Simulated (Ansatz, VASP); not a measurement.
**Two plane-wave programs on Al2Pt**

```
Al Pt
1.0
     6.03206    0.00000    0.00000
     0.00000    6.02403    0.00000
     0.00000    0.00000    2.76606
Al Pt
4 2
Direct
  0.66340 0.33725 0.50000
  0.33660 0.66275 0.50000
  0.16340 0.16275 0.50000
  0.83660 0.83725 0.50000
  0.00000 0.50000 0.00000
  0.50000 0.00000 0.00000
```

Alike in both runs: functional PBE; k mesh 4 × 4 × 6; occupations gaussian, width 0.1 eV; no spin polarisation.

Ansatz relaxed the structure, and its values are those at the end. VASP's run is a single point on that final structure, the one shown.

```csv
,VASP,Ansatz
version,VASP 6.6.1,Ansatz 0.2.0
potentials or method,"VASP PAW PBE potentials, release 64 (Al, Pt), cutoff 520 eV","scalar-relativistic, plane waves, PAW"
valence electrons in the cell,32,48
```

VASP gave:

```
gap on the k mesh at the Fermi level (eV) : none
pressure (GPa)                            : 0.0
rms of the force components (eV/Å)        : 0.010
```

Q: Estimate Ansatz's values.

A: gap on the k mesh at the Fermi level (eV): none; pressure (GPa): 0.1; rms of the force components (eV/Å): 0.011.

A gap of «none» marks a metal or a gap that the smearing closes. VASP's potentials hold 32 valence electrons a cell and Ansatz's 48, so a difference there can come from the potentials and not from the codes.

The k mesh is coarse, so the values compare programs but aren't converged. Neither program's run includes spin-orbit coupling.
